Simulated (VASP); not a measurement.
# Rh (Pm-3n) in VASP: a series of runs

The runs below take Rh through single point, with r2SCAN.

All numbers are computed with VASP 6.6.1; they aren't measurements. Logs are shortened: lines on timing, memory, paths and dates and some standing lists are left out, and cuts for length are marked.

## 1. The cell of the first run

The structure is cubic, space group Pm-3n (No. 223). The conventional cell has a = 4.817 Å, b = 4.817 Å, c = 4.817 Å, α = 90.00°, β = 90.00°, γ = 90.00°. Within 3.6 Å of Rh (site symmetry m-3) lie 12 Rh at 2.69 Å. Rh (site symmetry -4m2) has 14 Rh at 2.41 to 2.95 Å within 3.2 Å.

## 2. Single point, r2SCAN

POSCAR

```
Rh
1.0
    4.8167028597      0.0000000000      0.0000000000
    0.0000000000      4.8167028597      0.0000000000
    0.0000000000      0.0000000000      4.8167028597
Rh
8
Direct
    0.5000000000      0.5000000000      0.5000000000
    0.0000000000      0.0000000000      0.0000000000
    0.2500000000      0.0000000000      0.5000000000
    0.5000000000      0.2500000000      0.0000000000
    0.5000000000      0.7500000000      0.0000000000
    0.7500000000      0.0000000000      0.5000000000
    0.0000000000      0.5000000000      0.7500000000
    0.0000000000      0.5000000000      0.2500000000
```

INCAR.step1

```
PREC = Accurate
ENCUT = 520
ISMEAR = 0
SIGMA = 0.1
LREAL = False
LASPH = True
NELM = 80
NBANDS = 70
GGA = PE
ALGO = Normal
EDIFF = 1E-4
LWAVE = True
LCHARG = False
```

INCAR.step2

```
PREC = Accurate
ENCUT = 520
EDIFF = 1E-6
ISMEAR = 0
SIGMA = 0.1
LREAL = False
LASPH = True
NELM = 80
ALGO = Normal
ISIF = 2
LWAVE = False
LCHARG = True
METAGGA = R2SCAN
LMIXTAU = True
LELF = True
LVHAR = True
NBANDS = 70
ISTART = 1
```

KPOINTS

```
Automatic mesh
0
Gamma
  4 4 4
```

Potentials or basis: VASP PAW PBE potentials, release 64 (Rh_pv).

Command:

```console
$ cat potpaw_PBE.64/Rh_pv/POTCAR > POTCAR
$ cp INCAR.step1 INCAR
$ mpirun -np 1 vasp_std > vasp.out
$ cp INCAR.step2 INCAR
$ mpirun -np 1 vasp_std > vasp.out
```

OUTCAR:

```text
PREC = Accurate
   ENCUT = 520
   EDIFF = 1E-6
   ISMEAR = 0
   LREAL = False
   LASPH = True
   NELM = 80
   ISIF = 2
   METAGGA = R2SCAN
   ISTART = 1

 ion  position               nearest neighbor table
   1  0.500  0.500  0.500-   3 2.69   4 2.69   5 2.69   6 2.69   7 2.69   8 2.69   4 2.69   5 2.69
                             3 2.69   6 2.69   7 2.69   8 2.69
   2  0.000  0.000  0.000-   3 2.69   4 2.69   5 2.69   6 2.69   7 2.69   8 2.69   3 2.69   6 2.69
                             7 2.69   8 2.69   4 2.69   5 2.69
   3  0.250  0.000  0.500-   6 2.41   6 2.41   1 2.69   2 2.69   1 2.69   2 2.69   8 2.95   5 2.95
                             4 2.95   5 2.95   4 2.95   7 2.95   8 2.95   7 2.95
   4  0.500  0.250  0.000-   5 2.41   5 2.41   1 2.69   1 2.69   2 2.69   2 2.69   8 2.95   3 2.95
                             3 2.95   6 2.95   6 2.95   7 2.95   7 2.95   8 2.95
   5  0.500  0.750  0.000-   4 2.41   4 2.41   1 2.69   1 2.69   2 2.69   2 2.69   8 2.95   3 2.95
                             3 2.95   6 2.95   6 2.95   7 2.95   7 2.95   8 2.95
   6  0.750  0.000  0.500-   3 2.41   3 2.41   1 2.69   2 2.69   1 2.69   2 2.69   8 2.95   4 2.95
                             4 2.95   5 2.95   5 2.95   7 2.95   8 2.95   7 2.95
   7  0.000  0.500  0.750-   8 2.41   8 2.41   1 2.69   2 2.69   2 2.69   1 2.69   3 2.95   4 2.95
                             5 2.95   3 2.95   6 2.95   6 2.95   4 2.95   5 2.95
   8  0.000  0.500  0.250-   7 2.41   7 2.41   1 2.69   2 2.69   2 2.69   1 2.69   3 2.95   4 2.95
                             5 2.95   3 2.95   6 2.95   6 2.95   4 2.95   5 2.95

  LATTYP: Found a simple cubic cell.
 ALAT       =     4.8167028597

  Lattice vectors:

 A1 = (   4.8167028597,   0.0000000000,   0.0000000000)
 A2 = (   0.0000000000,   4.8167028597,   0.0000000000)
 A3 = (   0.0000000000,   0.0000000000,   4.8167028597)

Analysis of symmetry for initial positions (statically):
=====================================================================
 Subroutine PRICEL returns:
 Original cell was already a primitive cell.

 Routine SETGRP: Setting up the symmetry group for a
 simple cubic supercell.

 Subroutine GETGRP returns: Found 48 space group operations
 (whereof 24 operations were pure point group operations)
 out of a pool of 48 trial point group operations.

The static configuration has the point symmetry T_h .
 The point group associated with its full space group is O_h .

Analysis of symmetry for dynamics (positions and initial velocities):
=====================================================================
 Subroutine PRICEL returns:
 Original cell was already a primitive cell.

 Routine SETGRP: Setting up the symmetry group for a
 simple cubic supercell.

 Subroutine GETGRP returns: Found 48 space group operations
 (whereof 24 operations were pure point group operations)
 out of a pool of 48 trial point group operations.

[... 111 lines left out ...]
   EMIN   =  10.00;   EMAX   =-10.00  energy-range for DOS
   EFERMI =   0.00;   METHOD = LEGACY
   ISMEAR =     0;   SIGMA  =   0.10  broadening in eV -4-tet -1-fermi 0-gaus
   EFERMI_NEDOS =   21; number of points for ismear=-14 and -15
   IALGO  =     38    algorithm
   IMIX   =      4    mixing-type and parameters
     AMIX     =   0.40;   BMIX     =  1.00
     AMIX_MAG =   1.60;   BMIX_MAG =  1.00
  volume/ion in A,a.u.               =      13.97        94.27
  Fermi-wavevector in a.u.,A,eV,Ry     =   1.676430  3.167993 38.238046  2.810417
  Thomas-Fermi vector in A             =   2.760874
   LORBIT       =      0    0 simple, 1 ext, 2 COOP (PROOUT), +10 PAW based schemes
   METAGGA = R2SCAN    functional components
   LHFCALC =     F    Hartree Fock is set to
   AEXX    =    0.0000 exact exchange contribution
   IVDW    =     0    specifies the selected vdW correction
   LEPSILON=     F    determine dielectric tensor
   LRPA    =     F    only Hartree local field effects (RPA)
 non-spin polarized calculation
 Gauss-broadening in eV      SIGMA  =   0.10
  energy-cutoff  :      520.00
  volume of cell :      111.75
 maximum number of plane-waves:      3031
 NGX is ok and might be reduce to    36
   NGX = 17   NGY = 17   NGZ = 17

 number of electron     119.9999982 magnetization

 Free energy of the ion-electron system (eV)
  ---------------------------------------------------
  ext. energy  EPLUGINS =         0.00000000
  ---------------------------------------------------
  free energy    TOTEN  =      -190.47661469 eV

  energy without entropy =     -190.38718857  energy(sigma->0) =     -190.43190163

 E-fermi :  11.5304     XC(G=0): -15.0514

 val. band max:       11.5051447205   @ k =   0.2500   0.2500   0.0000
 cond. band min:      11.5356498375   @ k =   0.5000   0.5000   0.5000
 fundamental gap:      0.0305051170
 Fermi energy:        11.5303881909

 k-point     1 :       0.0000    0.0000    0.0000
  band No.  band energies     occupation
      1     -37.4248      2.00000
      2     -37.4248      2.00000
      3     -37.3414      2.00000
      4     -36.8386      2.00000
      5     -36.8386      2.00000
      6     -36.8386      2.00000
[... 719 lines left out ...]
     69      13.2172      0.00000
     70      13.2172      0.00000

------------------------ aborting loop because EDIFF is reached ----------------------------------------

  FORCE on cell =-STRESS in cart. coord.  units (eV):
  Direction    XX          YY          ZZ          XY          YZ          ZX
  --------------------------------------------------------------------------------------
  -------------------------------------------------------------------------------------
  Total        3.8128805      3.8128805      3.8128805     -0.0000000      0.0000000      0.0000000
  in kB       54.6656108     54.6656108     54.6656108     -0.0000000      0.0000000      0.0000000
  external PRESSURE =      54.6656108 kB  Pullay stress =       0.0000000 kB

 VOLUME and BASIS-vectors are now :
 -----------------------------------------------------------------------------
  energy-cutoff  :      520.00
  volume of cell :      111.75
      direct lattice vectors                 reciprocal lattice vectors
     4.816702860  0.000000000  0.000000000     0.207610897  0.000000000  0.000000000
     0.000000000  4.816702860  0.000000000     0.000000000  0.207610897  0.000000000
     0.000000000  0.000000000  4.816702860     0.000000000  0.000000000  0.207610897

 POSITION                                       TOTAL-FORCE (eV/Angst)
 -----------------------------------------------------------------------------------
      2.40835      2.40835      2.40835        -0.000000     -0.000000     -0.000000
      0.00000      0.00000      0.00000        -0.000000     -0.000000     -0.000000
      1.20418      0.00000      2.40835         0.000000      0.000000      0.000000
      2.40835      1.20418      0.00000        -0.000000      0.000000     -0.000000
      2.40835      3.61253      0.00000         0.000000     -0.000000      0.000000
      3.61253      0.00000      2.40835        -0.000000     -0.000000      0.000000
      0.00000      2.40835      3.61253         0.000000     -0.000000     -0.000000
      0.00000      2.40835      1.20418        -0.000000     -0.000000     -0.000000
 -----------------------------------------------------------------------------------
    total drift:                                0.000000      0.000000     -0.000000

  FREE ENERGIE OF THE ION-ELECTRON SYSTEM (eV)
  ---------------------------------------------------
  free  energy   TOTEN  =      -190.4766146852 eV

  energy  without entropy=     -190.3871885736  energy(sigma->0) =     -190.43190163
```

OSZICAR.step1:

```text
N       E                     dE             d eps       ncg     rms          rms(c)
DAV:   1     0.168347495993E+04    0.16835E+04   -0.73210E+04  1448   0.199E+03
DAV:   2     0.164478138847E+02   -0.16670E+04   -0.16332E+04  1458   0.636E+02
DAV:   3    -0.568776959735E+02   -0.73326E+02   -0.68139E+02  1562   0.133E+02
DAV:   4    -0.588345410928E+02   -0.19568E+01   -0.19227E+01  1498   0.194E+01
DAV:   5    -0.588668027858E+02   -0.32262E-01   -0.32245E-01  1562   0.247E+00    0.300E+01
DAV:   6    -0.557090275537E+02    0.31578E+01   -0.11810E+01  1430   0.190E+01    0.123E+01
DAV:   7    -0.573070698225E+02   -0.15980E+01   -0.63135E+00  1488   0.199E+01    0.156E+01
DAV:   8    -0.554824530620E+02    0.18246E+01   -0.65866E+00  1484   0.118E+01    0.406E+00
DAV:   9    -0.554689387800E+02    0.13514E-01   -0.11206E-01  1476   0.217E+00    0.278E-01
DAV:  10    -0.554690059572E+02   -0.67177E-04   -0.20607E-03  1564   0.285E-01    0.113E-01
DAV:  11    -0.554690377678E+02   -0.31811E-04   -0.71711E-05   790   0.509E-02
   1 F= -.55469038E+02 E0= -.55423475E+02  d E =-.911259E-01
```

Wall time 3.1 min (1 thread of Intel Xeon Platinum 8259CL at 2.50GHz (Skylake/Cascade Lake), shared host); peak memory 0.23 GiB.

What came out:

```
Free energy            : -190.4766 eV
Pressure               : 5.5 GPa
Band gap on the k mesh : zero (band 60 reaches 11.74 eV, above the bottom of band 61 at 11.36 eV)
```

Levels at points of the mesh, in eV from the Fermi level:
```tsv
k point	band 56	band 57	band 58	band 59	band 60	band 61	band 62	band 63	band 64	band 65
(0.00, 0.00, 0.00)	-0.89	-0.89	-0.40	-0.40	0.18	0.18	0.18	0.61	0.61	0.61
(0.50, 0.00, 0.00)	-0.90	-0.34	-0.34	-0.24	-0.24	-0.17	-0.17	0.57	0.57	1.20
(0.50, 0.50, 0.00)	-0.72	-0.72	-0.65	-0.20	-0.20	-0.03	0.29	0.30	0.30	0.63
(0.50, 0.50, 0.50)	-0.14	-0.14	-0.14	-0.14	-0.14	0.01	0.01	0.01	0.01	1.69
```

Caveat: the PAW data sets were made with another functional, which shifts forces and pressure a little.

## 3. Single point, r2SCAN

This run uses another cell than the first one, of 14.20 Å³/atom, 1.016 times its volume.

Edit POSCAR of step 2 so:

```diff
@@ -2,5 +2,5 @@
 1.0
-    4.8167028597      0.0000000000      0.0000000000
-    0.0000000000      4.8167028597      0.0000000000
-    0.0000000000      0.0000000000      4.8167028597
+    4.8426811174      0.0000000000      0.0000000000
+    0.0000000000      4.8426811174      0.0000000000
+    0.0000000000      0.0000000000      4.8426811174
 Rh
```

INCAR.step1

```
SYSTEM = Rh
PREC     = Accurate       ! precision mode
ENCUT    = 520            ! plane-wave cutoff, eV
ISMEAR   = 0              ! smearing method
SIGMA    = 0.1            ! smearing width, eV
LREAL    = .FALSE.        ! projectors in reciprocal space
LASPH    = .TRUE.         ! aspherical terms in the spheres
NELM     = 100            ! most SCF steps
NBANDS   = 70             ! bands
GGA      = PE             ! functional
ALGO     = Normal         ! electronic algorithm
EDIFF    = 1E-4           ! SCF threshold, eV
LWAVE    = .TRUE.         ! write WAVECAR
LCHARG   = .FALSE.        ! write CHGCAR
```

INCAR.step2

```
SYSTEM = Rh
PREC     = Accurate       ! precision mode
ENCUT    = 520            ! plane-wave cutoff, eV
EDIFF    = 1E-6           ! SCF threshold, eV
ISMEAR   = 0              ! smearing method
SIGMA    = 0.1            ! smearing width, eV
LREAL    = .FALSE.        ! projectors in reciprocal space
LASPH    = .TRUE.         ! aspherical terms in the spheres
NELM     = 100            ! most SCF steps
ALGO     = Normal         ! electronic algorithm
ISIF     = 2              ! what is computed and relaxed
LWAVE    = .FALSE.        ! write WAVECAR
LCHARG   = .FALSE.        ! write CHGCAR
METAGGA  = R2SCAN         ! meta-GGA
LMIXTAU  = .TRUE.       
NBANDS   = 70             ! bands
ISTART   = 1
```

KPOINTS

```
Automatic mesh
0
G
  4 4 4
  0 0 0
```

Potentials or basis: VASP PAW PBE potentials, release 64 (Rh_pv).

Command:

```console
$ cat potpaw_PBE.64/Rh_pv/POTCAR > POTCAR
$ cp INCAR.step1 INCAR
$ mpirun -np 1 vasp_std > vasp.out
$ cp INCAR.step2 INCAR
$ mpirun -np 1 vasp_std > vasp.out
```

Run time: 3.1 min. Hardware: 1 thread of Intel Xeon Platinum 8259CL at 2.50GHz (Skylake/Cascade Lake), shared host; peak memory 0.24 GiB.

The run converged. Its results:

```
Free energy            : -190.5139 eV
Pressure               : 1.0 GPa
Band gap on the k mesh : zero (band 60 reaches 11.44 eV, above the bottom of band 61 at 11.08 eV)
```

Levels at points of the mesh, in eV from the Fermi level:
```tsv
k point	band 58	band 59	band 60	band 61	band 62	band 63
(0.00, 0.00, 0.00)	-0.39	-0.39	0.18	0.18	0.18	0.59
(0.50, 0.00, 0.00)	-0.33	-0.23	-0.23	-0.16	-0.16	0.56
(0.50, 0.50, 0.00)	-0.63	-0.20	-0.20	-0.03	0.28	0.29
(0.50, 0.50, 0.50)	-0.14	-0.14	-0.14	0.01	0.01	0.01
```

Caveat: the PAW data sets were made with another functional, which shifts forces and pressure a little.
